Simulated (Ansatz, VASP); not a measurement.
**La in VASP and in Ansatz**

```
La
1.0
     0.00000    2.65290    2.65290
     2.65290    0.00000    2.65290
     2.65290    2.65290    0.00000
La
1
Direct
  0.00000 0.00000 0.00000
```

Alike in both runs: functional PBE; k mesh 10 × 10 × 10; occupations fermi-dirac, width 0.05 eV; collinear spin.

Ansatz relaxed the structure, and its values are those at the end. VASP's run is a single point on that final structure, the one shown.

```csv
,VASP,Ansatz
version,VASP 6.6.1,Ansatz 0.2.0
potentials or method,"VASP PAW PBE potentials, release 64 (La), cutoff 520 eV","plane waves (420 eV) with PAW, scalar-relativistic"
valence electrons in the cell,11,11
```

|  | VASP | Ansatz | Ansatz less VASP |
| --- | --- | --- | --- |
| pressure (GPa) | 0.0 | 0.0 | -0.07 |
| net moment per atom (μB) | 0.00 | 0.00 | 0.000 |

Ansatz's warnings: seeded moment not kept.

Neither program's run includes spin-orbit coupling.
